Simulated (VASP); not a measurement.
# TiAl (P1) in VASP: single point with r2SCAN

Aim: the single point of TiAl with r2SCAN.

Everything below comes from runs of VASP 6.6.1. Logs are shortened: lines on timing, memory, paths and dates and some standing lists are left out, and cuts for length are marked.

## 1. The cell of the first run

The typed cell holds 2 atoms: a = 3.187 Å, b = 3.202 Å, c = 3.277 Å, α = 89.91°, β = 91.38°, γ = 98.78°.

## 2. Single point, r2SCAN (atoms moved at random and the cell strained at random)

The input, POSCAR:

```
TiAl
1.0
    3.1777093869     -0.2444322083     -0.0388561257
   -0.2444322083      3.1924100883      0.0010961360
   -0.0388561257      0.0010961360      3.2766954854
Ti Al
1 1
Direct
   -0.0072745895     -0.0165950445      0.0228551582
    0.5072745895      0.5165950445      0.4771448418
```

The input, INCAR.step1:

```
  PREC = Accurate
  ENCUT = 520
  ISMEAR = 0
  SIGMA = 0.15
  LREAL = False
  LASPH = True
  NELM = 80
  NBANDS = 14
  GGA = PE
  ALGO = Normal
  EDIFF = 1E-4
  LWAVE = True
  LCHARG = False
```

The input, INCAR.step2:

```
  PREC = Accurate
  ENCUT = 520
  EDIFF = 1E-6
  ISMEAR = 0
  SIGMA = 0.15
  LREAL = False
  LASPH = True
  NELM = 80
  ALGO = Normal
  ISIF = 2
  LWAVE = False
  LCHARG = False
  METAGGA = R2SCAN
  LMIXTAU = True
  NBANDS = 14
  ISTART = 1
```

The input, KPOINTS:

```
Automatic mesh
0
Gamma
  10 10 10
```

Potentials or basis: VASP PAW PBE potentials, release 64 (Ti_sv, Al).

On the command line:

```
$ cat potpaw_PBE.64/Ti_sv/POTCAR potpaw_PBE.64/Al/POTCAR > POTCAR
$ cp INCAR.step1 INCAR
$ mpirun -np 1 vasp_std > vasp.out
$ cp INCAR.step2 INCAR
$ mpirun -np 1 vasp_std > vasp.out
```

OUTCAR:

```text
PREC = Accurate
   ENCUT = 520
   EDIFF = 1E-6
   ISMEAR = 0
   LREAL = False
   LASPH = True
   NELM = 80
   ISIF = 2
   METAGGA = R2SCAN
   ISTART = 1

 ion  position               nearest neighbor table
   1  0.993  0.983  0.023-   2 2.50   2 2.62   2 2.64   2 2.79   2 2.84   2 2.91   2 3.00   2 3.03

   2  0.507  0.517  0.477-   1 2.50   1 2.62   1 2.64   1 2.79   1 2.84   1 2.91   1 3.00   1 3.03

  LATTYP: Found a triclinic cell.
 ALAT       =     3.1873333447
 B/A-ratio  =     1.0045244519
 C/A-ratio  =     1.0281089834
 COS(alpha) =     0.0015810949
 COS(beta)  =     0.0240372786
 COS(gamma) =     0.1525816839

  Lattice vectors:

 A1 = (   3.1777093869,  -0.2444322083,  -0.0388561257)
 A2 = (   0.2444322083,  -3.1924100883,  -0.0010961360)
 A3 = (   0.0388561257,  -0.0010961360,  -3.2766954854)

Analysis of symmetry for initial positions (statically):
=====================================================================
 Subroutine PRICEL returns:
 Original cell was already a primitive cell.

 Routine SETGRP: Setting up the symmetry group for a
 triclinic supercell.

 Subroutine GETGRP returns: Found  1 space group operations
 (whereof  1 operations were pure point group operations)
 out of a pool of  2 trial point group operations.

The static configuration has the point symmetry C_1 .

Analysis of symmetry for dynamics (positions and initial velocities):
=====================================================================
 Subroutine PRICEL returns:
 Original cell was already a primitive cell.

 Routine SETGRP: Setting up the symmetry group for a
 triclinic supercell.

 Subroutine GETGRP returns: Found  1 space group operations
 (whereof  1 operations were pure point group operations)
 out of a pool of  2 trial point group operations.

The dynamic configuration has the point symmetry C_1 .

 Subroutine INISYM returns: Found  1 space group operations
 (whereof  1 operations are pure point group operations),
 and found     1 'primitive' translations

----------------------------------------------------------------------------------------

                                     Primitive cell

  volume of cell :      33.0400

  direct lattice vectors                    reciprocal lattice vectors
     3.177709387 -0.244432208 -0.038856126     0.316602451  0.024239909  0.003746266
    -0.244432208  3.192410088  0.001096136     0.024239909  0.315098871  0.000182036
    -0.038856126  0.001096136  3.276695485     0.003746266  0.000182036  0.305229879

  length of vectors
     3.187333345  3.201754281  3.276926045     0.317551129  0.316029911  0.305252922

  position of ions in fractional coordinates (direct lattice)
     0.992725411  0.983404955  0.022855158
     0.507274589  0.516595045  0.477144842

  ion indices of the primitive-cell ions
   primitive index   ion index
                 1           1
                 2           2

----------------------------------------------------------------------------------------

 KPOINTS: Automatic mesh

Automatic generation of k-mesh.
 Grid dimensions read from file:
 generate k-points for:   10   10   10

 Generating k-lattice:

  Cartesian coordinates                     Fractional coordinates (reciprocal lattice)
     0.031660245  0.002423991  0.000374627     0.100000000  0.000000000  0.000000000
     0.002423991  0.031509887  0.000018204     0.000000000  0.100000000  0.000000000
     0.000374627  0.000018204  0.030522988     0.000000000  0.000000000  0.100000000

  Length of vectors
     0.031755113  0.031602991  0.030525292

  Shift w.r.t. Gamma in fractional coordinates (k-lattice)
     0.000000000  0.000000000  0.000000000

 Subroutine IBZKPT returns following result:
 ===========================================

 Found    504 irreducible k-points:

 Following reciprocal coordinates:
            Coordinates               Weight
  0.000000  0.000000  0.000000      1.000000
  0.100000 -0.000000  0.000000      2.000000
  0.200000 -0.000000  0.000000      2.000000
  0.300000 -0.000000 -0.000000      2.000000
  0.400000  0.000000  0.000000      2.000000
  0.500000 -0.000000 -0.000000      1.000000
[... 16 lines left out ...]
 -0.400000  0.200000  0.000000      2.000000
 -0.300000  0.200000  0.000000      2.000000
 [... further k-points ...]
   k-points           NKPTS =    504   k-points in BZ     NKDIM =    504   number of bands    NBANDS=     14
   number of dos      NEDOS =    301   number of ions     NIONS =      2
   total plane-waves  NPLWV =  13824
   dimension x,y,z NGX =    24 NGY =   24 NGZ =   24
   dimension x,y,z NGXF=    48 NGYF=   48 NGZF=   48
   ions per type =               1   1
   NGX,Y,Z   is equivalent  to a cutoff of  12.52, 12.46, 12.18 a.u.
   NGXF,Y,Z  is equivalent  to a cutoff of  25.04, 24.92, 24.35 a.u.
 SYSTEM =  unknown system
   PREC   = accura    normal or accurate (medium, high low for compatibility)
   ISTART =      1    job   : 0-new  1-cont  2-samecut
   ICHARG =      0    charge: 1-file 2-atom 10-const
   ISPIN  =      1    spin polarized calculation?
   LNONCOLLINEAR =      F non collinear calculations
   LSORBIT =      F    spin-orbit coupling
   LASPH  =      T    aspherical Exc in radial PAW
   ENCUT  =  520.0 eV  38.22 Ry    6.18 a.u.   5.93  5.95  6.09*2*pi/ulx,y,z
   NELM   =     80;   NELMIN=  2; NELMDL=  0     # of ELM steps
   EDIFF  = 0.1E-05   stopping-criterion for ELM
   LREAL  =      F    real-space projection
   EDIFFG = 0.1E-04   stopping-criterion for IOM
   NSW    =      0    number of steps for IOM
   IBRION =     -1    ionic relax: 0-MD 1-quasi-New 2-CG
   NFREE  =      0    steps in history (QN), initial steepest desc. (CG)
   ISIF   =      2    stress and relaxation
   ISYM   =      2    0-nonsym 1-usesym 2-fastsym
   POTIM  = 0.5000    time-step for ionic-motion
   TEBEG  =    0.0;   TEEND  =   0.0 temperature during run
   PSTRESS=    0.0 pullay stress
   NELECT =      15.0000    total number of electrons
   NUPDOWN=      -1.0000    fix difference up-down
   EMIN   =  10.00;   EMAX   =-10.00  energy-range for DOS
   EFERMI =   0.00;   METHOD = LEGACY
   ISMEAR =     0;   SIGMA  =   0.15  broadening in eV -4-tet -1-fermi 0-gaus
   EFERMI_NEDOS =   21; number of points for ismear=-14 and -15
   IALGO  =     38    algorithm
   IMIX   =      4    mixing-type and parameters
     AMIX     =   0.40;   BMIX     =  1.00
     AMIX_MAG =   1.60;   BMIX_MAG =  1.00
  volume/ion in A,a.u.               =      16.52       111.48
  Fermi-wavevector in a.u.,A,eV,Ry     =   1.258225  2.377701 21.539806  1.583131
  Thomas-Fermi vector in A             =   2.391845
   LORBIT       =      0    0 simple, 1 ext, 2 COOP (PROOUT), +10 PAW based schemes
   METAGGA = R2SCAN    functional components
   LHFCALC =     F    Hartree Fock is set to
   AEXX    =    0.0000 exact exchange contribution
   IVDW    =     0    specifies the selected vdW correction
   LEPSILON=     F    determine dielectric tensor
   LRPA    =     F    only Hartree local field effects (RPA)
 non-spin polarized calculation
 Gauss-broadening in eV      SIGMA  =   0.15
  energy-cutoff  :      520.00
  volume of cell :       33.04
 maximum number of plane-waves:       908
   NGX = 11   NGY = 11   NGZ = 13

 number of electron      15.0000005 magnetization

 Free energy of the ion-electron system (eV)
  ---------------------------------------------------
  ext. energy  EPLUGINS =         0.00000000
  ---------------------------------------------------
  free energy    TOTEN  =       -19.99947337 eV

  energy without entropy =      -19.97457629  energy(sigma->0) =      -19.98702483

 E-fermi :   8.3147     XC(G=0): -11.7584

 val. band max:        8.3078227760   @ k =  -0.4000  -0.3000   0.3000
 cond. band min:       8.3172468245   @ k =   0.3000   0.1000   0.3000
 fundamental gap:      0.0094240485
 Fermi energy:         8.3146936952

 k-point     1 :       0.0000    0.0000    0.0000
  band No.  band energies     occupation
      1     -50.8422      2.00000
      2     -26.0439      2.00000
      3     -26.0305      2.00000
      4     -25.9508      2.00000
      5      -1.1780      2.00000
      6       6.8708      2.00000
      7       7.1114      2.00000
      8       9.9248      0.00000
      9      10.2608      0.00000
     10      10.7248      0.00000
     11      12.5464      0.00000
     12      13.2845      0.00000
     13      13.7787      0.00000
     14      17.5287      0.00000

 k-point     2 :       0.1000   -0.0000    0.0000
  band No.  band energies     occupation
      1     -50.8407      2.00000
      2     -26.0506      2.00000
      3     -26.0304      2.00000
      4     -25.9586      2.00000
      5      -1.0075      2.00000
      6       6.8901      2.00000
      7       7.0738      2.00000
      8       9.7445      0.00000
      9      10.0619      0.00000
     10      10.6097      0.00000
     11      12.6116      0.00000
     12      13.1326      0.00000
     13      13.9174      0.00000
     14      17.3385      0.00000

 k-point     3 :       0.2000   -0.0000    0.0000
  band No.  band energies     occupation
      1     -50.8368      2.00000
      2     -26.0784      2.00000
      3     -26.0276      2.00000
      4     -25.9711      2.00000
      5      -0.5051      2.00000
      6       6.5274      2.00000
      7       7.1903      2.00000
      8       9.3009      0.00000
      9       9.6842      0.00000
     10      10.5339      0.00000
     11      11.7032      0.00000
     12      13.9975      0.00000
     13      14.6226      0.00000
     14      16.7898      0.00000
[... 324 lines left out ...]
 k-point    23 :      -0.4000    0.2000    0.0000
  band No.  band energies     occupation
      1     -50.8234      2.00000
      2     -26.1534      2.00000
      3     -26.0432      2.00000
      4     -26.0018      2.00000
      5       1.5160      2.00000
      6       5.0330      2.00000
      7       7.8356      1.99999
      8       8.1481      1.88367
      9       8.8522      0.00000
     10       9.9802      0.00000
     11      11.4051      0.00000
     12      14.7678      0.00000
     13      15.6906      0.00000
     14      16.4523      0.00000

 k-point    24 :      -0.3000    0.2000    0.0000
  band No.  band energies     occupation
      1     -50.8273      2.00000
      2     -26.1156      2.00000
      3     -26.0424      2.00000
      4     -26.0041      2.00000
      5       0.5890      2.00000
      6       6.2357      2.00000
      7       7.5761      2.00000
      8       8.2493      1.46218
      9       9.1997      0.00000
     10       9.8733      0.00000
     11      11.5431      0.00000
     12      14.4845      0.00000
     13      15.4883      0.00000
     14      15.9987      0.00000

 [... further k-points ...]
[... 5 lines left out ...]
  --------------------------------------------------------------------------------------
  -------------------------------------------------------------------------------------
  Total       -0.1750755     -0.2418723      0.3152366      2.6997468      0.0593274      0.1592298
  in kB       -8.4897637    -11.7288748     15.2864571    130.9161352      2.8769066      7.7213702
  external PRESSURE =      -1.6440605 kB  Pullay stress =       0.0000000 kB

 VOLUME and BASIS-vectors are now :
 -----------------------------------------------------------------------------
  energy-cutoff  :      520.00
  volume of cell :       33.04
      direct lattice vectors                 reciprocal lattice vectors
     3.177709387 -0.244432208 -0.038856126     0.316602451  0.024239909  0.003746266
    -0.244432208  3.192410088  0.001096136     0.024239909  0.315098871  0.000182036
    -0.038856126  0.001096136  3.276695485     0.003746266  0.000182036  0.305229879

 POSITION                                       TOTAL-FORCE (eV/Angst)
 -----------------------------------------------------------------------------------
      2.91333      2.89680      0.03739         0.548638      0.810883     -1.084808
      1.46716      1.52571      1.54431        -0.548638     -0.810883      1.084808
 -----------------------------------------------------------------------------------
    total drift:                                0.000044      0.000841     -0.001775

  FREE ENERGIE OF THE ION-ELECTRON SYSTEM (eV)
  ---------------------------------------------------
  free  energy   TOTEN  =       -19.9994733722 eV

  energy  without entropy=      -19.9745762928  energy(sigma->0) =      -19.98702483
```

Run time: 9.3 min. Hardware: 1 thread of Oxide Virtual Turin-like, shared host; peak memory 0.31 GiB.

Results:

| Quantity | Value |
| --- | --- |
| Free energy | -19.9995 eV |
| Pressure | -0.2 GPa |
| Largest force | 1.461 eV/Å |
| Band gap on the k mesh | zero (an odd number of electrons rules out a gap without spin polarisation) |

Forces on the atoms (eV/Å):
```
Ti   0.549  0.811 -1.085
Al  -0.549 -0.811  1.085
```

Caveat: the cell differs from its parent crystal (atoms moved at random and the cell strained at random); the PAW data sets were made with another functional, which shifts forces and pressure a little.
